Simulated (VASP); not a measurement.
A run of VASP 6.6.1 is set up as follows.

INCAR

```
SYSTEM = Be2Se
ALGO     = Normal         ! electronic algorithm
EDIFF    = 1E-6           ! SCF threshold, eV
ENCUT    = 600            ! plane-wave cutoff, eV
GGA      = PE             ! functional
GGA_COMPAT= .FALSE.      
ISIF     = 2              ! what is computed and relaxed
ISMEAR   = 0              ! smearing method
LASPH    = .TRUE.         ! aspherical terms in the spheres
LCHARG   = .FALSE.        ! write CHGCAR
LREAL    = .FALSE.        ! projectors in reciprocal space
LWAVE    = .FALSE.        ! write WAVECAR
NBANDS   = 12             ! bands
NELM     = 120            ! most SCF steps
PREC     = Accurate       ! precision mode
SIGMA    = 0.2            ! smearing width, eV
```

Contents of KPOINTS:

```
k-points
0
G
  7 7 5
  0 0 0
```

File POSCAR:

```
Be2Se
1.0
    3.6384637963     -0.0000000031      0.0000000000
   -1.8192318955      3.1510020799      0.0000000000
    0.0000000000      0.0000000000      3.5058327357
Be Se
2 1
Direct
    0.3333333333      0.6666666667      0.5000000000
    0.6666666667      0.3333333333      0.5000000000
    0.0000000000      0.0000000000      0.0000000000
```

Potentials or basis: VASP PAW PBE potentials, release 64 (Be, Se).

Command:

```sh
$ cat potpaw_PBE.64/Be/POTCAR potpaw_PBE.64/Se/POTCAR > POTCAR
$ mpirun -np 1 vasp_std > vasp.out
```

(1) Predict the pressure.

(2) Predict the band gap on the k mesh.

Answers

(1) -0.1 GPa.

(2) zero (bands 5 and 6 overlap by 3.13 eV).
